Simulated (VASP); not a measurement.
# SrBrCl in VASP: further runs

SrBrCl is run at these levels: PBE; tasks: single point.

Everything below comes from runs of VASP 6.6.1. Logs are shortened: lines on timing, memory, paths and dates and some standing lists are left out, and cuts for length are marked.

### 1 The cell of the first run

The cell holds a sheet with vacuum, 3 atoms: a = 3.812 Å, b = 3.812 Å, c = 18.000 Å, α = 90.00°, β = 90.00°, γ = 120.00°.

### 2 Single point, PBE

File INCAR:

```
  PREC = Accurate
  ENCUT = 520
  EDIFF = 1E-6
  ISMEAR = 0
  SIGMA = 0.1
  LREAL = F
  LASPH = T
  NELM = 60
  ALGO = Normal
  ISIF = 2
  LWAVE = F
  LCHARG = T
  LDIPOL = T
  IDIPOL = 3
  DIPOL = 0.5 0.5 0.502
  GGA = PE
  LELF = T
  LVHAR = T
  LVACPOTAV = T
  NBANDS = 19
```

File KPOINTS:

```
regular mesh
0
Gamma
  6 6 1
```

File POSCAR:

```
SrBrCl
1.0
    3.8117085800      0.0000000000      0.0000000000
   -1.9058542900      3.3010362900      0.0000000000
    0.0000000000      0.0000000000     18.0000000000
Sr Br Cl
1 1 1
Direct
    0.0000000000      0.0000000000      0.5060000000
    0.3333333300      0.6666666700      0.4013355400
    0.3333333300      0.6666666700      0.5986644600
```

Potentials or basis: VASP PAW PBE potentials, release 64 (Sr_sv, Br, Cl).

Command:

```sh
> cat potpaw_PBE.64/Sr_sv/POTCAR potpaw_PBE.64/Br/POTCAR potpaw_PBE.64/Cl/POTCAR > POTCAR
> mpirun -np 1 vasp_std > vasp.out
```

OUTCAR:

```text
PREC = Accurate
   ENCUT = 520
   EDIFF = 1E-6
   ISMEAR = 0
   LREAL = F
   LASPH = T
   NELM = 60
   ISIF = 2
   GGA = PE

 ion  position               nearest neighbor table
   1  0.000  0.000  0.506-   3 2.76   3 2.76   3 2.76   2 2.90   2 2.90   2 2.90
   2  0.333  0.667  0.401-   1 2.90   1 2.90   1 2.90
   3  0.333  0.667  0.599-   1 2.76   1 2.76   1 2.76

  LATTYP: Found a hexagonal cell.
 ALAT       =     3.8117085800
 C/A-ratio  =     4.7222917551

  Lattice vectors:

 A1 = (   3.8117085800,   0.0000000000,   0.0000000000)
 A2 = (  -1.9058542900,   3.3010362900,   0.0000000000)
 A3 = (   0.0000000000,   0.0000000000,  18.0000000000)

Analysis of symmetry for initial positions (statically):
=====================================================================
 Subroutine PRICEL returns:
 Original cell was already a primitive cell.

 Routine SETGRP: Setting up the symmetry group for a
 hexagonal supercell.

 Subroutine GETGRP returns: Found  6 space group operations
 (whereof  6 operations were pure point group operations)
 out of a pool of 24 trial point group operations.

The static configuration has the point symmetry C_3v.

Analysis of symmetry for dynamics (positions and initial velocities):
=====================================================================
 Subroutine PRICEL returns:
 Original cell was already a primitive cell.

 Routine SETGRP: Setting up the symmetry group for a
 hexagonal supercell.

 Subroutine GETGRP returns: Found  6 space group operations
 (whereof  6 operations were pure point group operations)
 out of a pool of 24 trial point group operations.

The dynamic configuration has the point symmetry C_3v.

 Subroutine INISYM returns: Found  6 space group operations
 (whereof  6 operations are pure point group operations),
 and found     1 'primitive' translations

----------------------------------------------------------------------------------------

                                     Primitive cell

  volume of cell :     226.4866

  direct lattice vectors                    reciprocal lattice vectors
     3.811708580  0.000000000  0.000000000     0.262349542  0.151467587  0.000000000
    -1.905854290  3.301036290  0.000000000     0.000000000  0.302935173  0.000000000
     0.000000000  0.000000000 18.000000000     0.000000000  0.000000000  0.055555556

  length of vectors
     3.811708580  3.811708431 18.000000000     0.302935161  0.302935173  0.055555556

  position of ions in fractional coordinates (direct lattice)
     0.000000000  0.000000000  0.506000000
     0.333333330  0.666666670  0.401335540
     0.333333330  0.666666670  0.598664460

  ion indices of the primitive-cell ions
   primitive index   ion index
                 1           1
                 2           2
                 3           3

----------------------------------------------------------------------------------------

 KPOINTS: regular mesh

Automatic generation of k-mesh.
 Grid dimensions read from file:
 generate k-points for:    6    6    1

 Generating k-lattice:

  Cartesian coordinates                     Fractional coordinates (reciprocal lattice)
     0.043724924  0.025244598  0.000000000     0.166666667  0.000000000  0.000000000
     0.000000000  0.050489196  0.000000000     0.000000000  0.166666667  0.000000000
     0.000000000  0.000000000  0.055555556     0.000000000  0.000000000  1.000000000

  Length of vectors
     0.050489194  0.050489196  0.055555556

  Shift w.r.t. Gamma in fractional coordinates (k-lattice)
     0.000000000  0.000000000  0.000000000

 Subroutine IBZKPT returns following result:
 ===========================================

 Found      7 irreducible k-points:

 Following reciprocal coordinates:
            Coordinates               Weight
  0.000000  0.000000  0.000000      1.000000
  0.166667  0.000000  0.000000      6.000000
  0.333333  0.000000  0.000000      6.000000
  0.500000  0.000000  0.000000      3.000000
  0.166667  0.166667  0.000000      6.000000
  0.333333  0.166667  0.000000     12.000000
  0.333333  0.333333  0.000000      2.000000
   k-points           NKPTS =      7   k-points in BZ     NKDIM =      7   number of bands    NBANDS=     19
   number of dos      NEDOS =    301   number of ions     NIONS =      3
   total plane-waves  NPLWV = 109760
   dimension x,y,z NGX =    28 NGY =   28 NGZ =  140
   dimension x,y,z NGXF=    56 NGYF=   56 NGZF=  280
   ions per type =               1   1   1
   NGX,Y,Z   is equivalent  to a cutoff of  12.21, 12.21, 12.93 a.u.
   NGXF,Y,Z  is equivalent  to a cutoff of  24.42, 24.42, 25.86 a.u.
 SYSTEM =  unknown system
   PREC   = accura    normal or accurate (medium, high low for compatibility)
   ISTART =      0    job   : 0-new  1-cont  2-samecut
   ICHARG =      2    charge: 1-file 2-atom 10-const
   ISPIN  =      1    spin polarized calculation?
   LNONCOLLINEAR =      F non collinear calculations
   LSORBIT =      F    spin-orbit coupling
   LASPH  =      T    aspherical Exc in radial PAW
   ENCUT  =  520.0 eV  38.22 Ry    6.18 a.u.   7.09  7.09 33.47*2*pi/ulx,y,z
   NELM   =     60;   NELMIN=  2; NELMDL= -5     # of ELM steps
   EDIFF  = 0.1E-05   stopping-criterion for ELM
   LREAL  =      F    real-space projection
   EDIFFG = 0.1E-04   stopping-criterion for IOM
   NSW    =      0    number of steps for IOM
   IBRION =     -1    ionic relax: 0-MD 1-quasi-New 2-CG
   NFREE  =      0    steps in history (QN), initial steepest desc. (CG)
   ISIF   =      2    stress and relaxation
   ISYM   =      2    0-nonsym 1-usesym 2-fastsym
   POTIM  = 0.5000    time-step for ionic-motion
   TEBEG  =    0.0;   TEEND  =   0.0 temperature during run
   PSTRESS=    0.0 pullay stress
   NELECT =      24.0000    total number of electrons
   NUPDOWN=      -1.0000    fix difference up-down
   EMIN   =  10.00;   EMAX   =-10.00  energy-range for DOS
   EFERMI =   0.00;   METHOD = LEGACY
   ISMEAR =     0;   SIGMA  =   0.10  broadening in eV -4-tet -1-fermi 0-gaus
   EFERMI_NEDOS =   21; number of points for ismear=-14 and -15
   IALGO  =     38    algorithm
   IMIX   =      4    mixing-type and parameters
     AMIX     =   0.40;   BMIX     =  1.00
     AMIX_MAG =   1.60;   BMIX_MAG =  1.00
  volume/ion in A,a.u.               =      75.50       509.47
  Fermi-wavevector in a.u.,A,eV,Ry     =   0.774696  1.463962  8.165581  0.600153
  Thomas-Fermi vector in A             =   1.876806
   LORBIT       =      0    0 simple, 1 ext, 2 COOP (PROOUT), +10 PAW based schemes
   GGA     = PE    functional components
   LHFCALC =     F    Hartree Fock is set to
   AEXX    =    0.0000 exact exchange contribution
   IVDW    =     0    specifies the selected vdW correction
   LEPSILON=     F    determine dielectric tensor
   LRPA    =     F    only Hartree local field effects (RPA)
 non-spin polarized calculation
 Gauss-broadening in eV      SIGMA  =   0.10
  energy-cutoff  :      520.00
  volume of cell :      226.49
 maximum number of plane-waves:      6147
   NGX = 15   NGY = 15   NGZ = 67

 dipolmoment           0.000000      0.000000      0.000894 electrons x Angstroem

 number of electron      24.0000000 magnetization

 dipolmoment           0.000000      0.000000     -0.007491 electrons x Angstroem

 Free energy of the ion-electron system (eV)
  ---------------------------------------------------
  ext. energy  EPLUGINS =         0.00000000
  ---------------------------------------------------
  free energy    TOTEN  =       -10.95875515 eV

  energy without entropy =      -10.95875515  energy(sigma->0) =      -10.95875515

 E-fermi :  -3.9757     XC(G=0):  -3.6398

 val. band max:       -4.5229988889   @ k =   0.0000   0.0000   0.0000
 cond. band min:      -0.4128151503   @ k =   0.5000   0.0000   0.0000
 fundamental gap:      4.1101837386
 Fermi energy:        -3.9756929849

 k-point     1 :       0.0000    0.0000    0.0000
  band No.  band energies     occupation
      1     -37.4244      2.00000
      2     -20.1187      2.00000
      3     -19.3780      2.00000
      4     -19.3780      2.00000
      5     -17.9744      2.00000
      6     -16.8555      2.00000
[... 11 lines left out ...]
     18       2.6815      0.00000
     19       2.8743      0.00000

 k-point     2 :       0.1667    0.0000    0.0000
  band No.  band energies     occupation
      1     -37.4111      2.00000
      2     -20.0077      2.00000
      3     -19.6748      2.00000
      4     -19.4122      2.00000
      5     -17.7173      2.00000
      6     -16.9375      2.00000
[... 11 lines left out ...]
     18       3.2313      0.00000
     19       3.2953      0.00000

 k-point     3 :       0.3333    0.0000    0.0000
  band No.  band energies     occupation
      1     -37.3843      2.00000
      2     -20.1566      2.00000
      3     -19.6904      2.00000
      4     -19.4795      2.00000
      5     -17.4937      2.00000
      6     -17.0111      2.00000
[... 11 lines left out ...]
     18       3.9428      0.00000
     19       4.1277      0.00000

 k-point     4 :       0.5000    0.0000    0.0000
  band No.  band energies     occupation
      1     -37.3707      2.00000
      2     -20.3352      2.00000
      3     -19.5241      2.00000
      4     -19.5126      2.00000
      5     -17.5576      2.00000
      6     -16.9384      2.00000
[... 11 lines left out ...]
     18       4.4991      0.00000
     19       4.5398      0.00000

 k-point     5 :       0.1667    0.1667    0.0000
  band No.  band energies     occupation
      1     -37.3910      2.00000
      2     -20.0376      2.00000
      3     -19.7575      2.00000
      4     -19.5018      2.00000
      5     -17.5006      2.00000
      6     -17.0147      2.00000
[... 11 lines left out ...]
     18       3.4751      0.00000
     19       4.0080      0.00000

 k-point     6 :       0.3333    0.1667    0.0000
  band No.  band energies     occupation
      1     -37.3708      2.00000
      2     -20.2636      2.00000
      3     -19.6141      2.00000
      4     -19.5254      2.00000
      5     -17.5432      2.00000
      6     -16.9229      2.00000
[... 11 lines left out ...]
     18       4.7154      0.00000
     19       5.0562      0.00000

 k-point     7 :       0.3333    0.3333    0.0000
  band No.  band energies     occupation
      1     -37.3640      2.00000
      2     -20.2569      2.00000
      3     -19.7508      2.00000
      4     -19.4339      2.00000
      5     -17.5977      2.00000
      6     -16.8488      2.00000
[... 11 lines left out ...]
     18       5.1743      0.00000
     19       5.3181      0.00000

------------------------ aborting loop because EDIFF is reached ----------------------------------------

  FORCE on cell =-STRESS in cart. coord.  units (eV):
  Direction    XX          YY          ZZ          XY          YZ          ZX
  --------------------------------------------------------------------------------------
  -------------------------------------------------------------------------------------
  Total        5.5826755      5.5826749      2.6489904     -0.0000000      0.0000000     -0.0000000
  in kB       39.4921224     39.4921183     18.7390888     -0.0000000      0.0000000     -0.0000000
  external PRESSURE =      32.5744432 kB  Pullay stress =       0.0000000 kB

 VOLUME and BASIS-vectors are now :
 -----------------------------------------------------------------------------
  energy-cutoff  :      520.00
  volume of cell :      226.49
      direct lattice vectors                 reciprocal lattice vectors
     3.811708580  0.000000000  0.000000000     0.262349542  0.151467587  0.000000000
    -1.905854290  3.301036290  0.000000000     0.000000000  0.302935173  0.000000000
     0.000000000  0.000000000 18.000000000     0.000000000  0.000000000  0.055555556

 POSITION                                       TOTAL-FORCE (eV/Angst)
 -----------------------------------------------------------------------------------
      0.00000      0.00000      9.10800         0.000000     -0.000000      0.029781
     -0.00000      2.20069      7.22404        -0.000000     -0.000000     -0.764476
     -0.00000      2.20069     10.77596        -0.000000      0.000000      0.734696
 -----------------------------------------------------------------------------------
    total drift:                                0.000031     -0.000017      0.000002

  FREE ENERGIE OF THE ION-ELECTRON SYSTEM (eV)
  ---------------------------------------------------
  free  energy   TOTEN  =       -10.9587551508 eV

  energy  without entropy=      -10.9587551508  energy(sigma->0) =      -10.95875515

 vacuum level on the upper side and lower side of the slab         2.906         3.014
```

Run time: 56 s. Hardware: 1 thread of Intel Xeon 6975P-C, shared host; peak memory 0.33 GiB.

Results:

```yaml
Free_energy: -10.9588 eV
Largest_force: 0.764 eV/Å
Band_gap_on_the_k_mesh: 4.11 eV, indirect (least direct gap 4.48 eV)
```

Forces on the atoms (eV/Å):
```
Sr   0.000  0.000  0.030
Br   0.000  0.000 -0.764
Cl   0.000  0.000  0.735
```

### 3 Single point, PBE

This run uses another cell than the first one, of 164.21 Å³/atom, 2.175 times its volume.

File INCAR:

```
PREC = Accurate
ENCUT = 520
EDIFF = 1E-6
ISMEAR = 0
SIGMA = 0.1
LREAL = False
LASPH = True
NELM = 60
ALGO = Normal
ISIF = 2
LWAVE = False
LCHARG = False
LDIPOL = True
IDIPOL = 3
DIPOL = 0.5 0.5 0.292
GGA = PE
NBANDS = 19
```

KPOINTS is that of step 2.

File POSCAR:

```
SrBrCl
1.0
    4.2903293100      0.0000000000      0.0000000000
   -2.1451646550      3.7155341731      0.0000000000
    0.0000000000      0.0000000000     30.9038411200
Sr Br Cl
1 1 1
Direct
    0.0000000000      0.0000000000      0.2950334806
    0.3333333333      0.6666666667      0.2352323293
    0.3333333333      0.6666666667      0.3469067038
```

Potentials or basis: VASP PAW PBE potentials, release 64 (Sr_sv, Br, Cl).

Command:

```sh
> cat potpaw_PBE.64/Sr_sv/POTCAR potpaw_PBE.64/Br/POTCAR potpaw_PBE.64/Cl/POTCAR > POTCAR
> mpirun -np 1 vasp_std > vasp.out
```

It took 2.3 min on 1 thread of Intel Xeon 6975P-C, shared host; peak memory 0.58 GiB.

It converged, with:

| Quantity | Value |
| --- | --- |
| Free energy | -11.5654 eV |
| Largest force | 0.042 eV/Å |
| Band gap on the k mesh | 4.64 eV, indirect (least direct gap 4.67 eV) |

Forces in eV/Å, atoms in the order of the input:
```
Sr   0.000  0.000 -0.024
Br   0.000  0.000 -0.018
Cl   0.000  0.000  0.042
```

Levels at points of the mesh, in eV from the valence-band top:
```tsv
k point	band 10	band 11	band 12	band 13	band 14	band 15
(0.00, 0.00, 0.00)	-0.08	-0.08	-0.05	4.64	6.09	6.46
(0.50, 0.00, 0.00)	-1.10	-0.30	-0.01	4.65	6.81	7.44
```

### 4 Single point, PBE

This run uses another cell than the first one, of 164.56 Å³/atom, 2.180 times its volume.

File INCAR:

```
SYSTEM = SrBrCl
ALGO     = Normal         ! electronic algorithm
DIPOL    = 0.5 0.5 0.292
EDIFF    = 1E-6           ! SCF threshold, eV
ENCUT    = 520            ! plane-wave cutoff, eV
GGA      = PE             ! functional
IDIPOL   = 3            
ISIF     = 2              ! what is computed and relaxed
ISMEAR   = 0              ! smearing method
LASPH    = .True.         ! aspherical terms in the spheres
LCHARG   = .False.        ! write CHGCAR
LDIPOL   = .True.       
LREAL    = .False.        ! projectors in reciprocal space
LWAVE    = .False.        ! write WAVECAR
NBANDS   = 19             ! bands
NELM     = 60             ! most SCF steps
PREC     = Accurate       ! precision mode
SIGMA    = 0.02           ! smearing width, eV
```

File KPOINTS:

```
k-points
0
Gamma
  6 6 1
  0 0 0
```

File POSCAR:

```
SrBrCl
1.0
    4.2948462883      0.0000000000      0.0000000000
   -2.1474231441      3.7194459910      0.0000000000
    0.0000000000      0.0000000000     30.9038411200
Sr Br Cl
1 1 1
Direct
    0.0000000000      0.0000000000      0.2949540268
    0.3333333333      0.6666666667      0.2352372604
    0.3333333333      0.6666666667      0.3469812265
```

Command:

```sh
> cat potpaw_PBE.64/Sr_sv/POTCAR potpaw_PBE.64/Br/POTCAR potpaw_PBE.64/Cl/POTCAR > POTCAR
> mpirun -np 1 vasp_std > vasp.out
```

Wall time 2.1 min (1 thread of Intel Xeon 6975P-C, shared host); peak memory 0.58 GiB.

Results (log left out):

* Free energy: -11.5657 eV
* Largest force: 0.019 eV/Å
* Band gap on the k mesh: 4.63 eV, indirect (least direct gap 4.67 eV)

Forces in eV/Å, atoms in the order of the input:
```
Sr   0.000  0.000  0.002
Br   0.000  0.000 -0.019
Cl   0.000  0.000  0.017
```

Levels at points of the mesh, in eV from the valence-band top:
```tsv
k point	band 8	band 9	band 10	band 11	band 12	band 13	band 14	band 15	band 16	band 17
(0.00, 0.00, 0.00)	-1.10	-1.10	-0.09	-0.09	-0.05	4.63	6.08	6.46	6.46	6.68
(0.50, 0.00, 0.00)	-1.43	-1.17	-1.10	-0.31	-0.01	4.66	6.80	7.43	7.86	7.90
```

(Continued in part 2 of 2.)
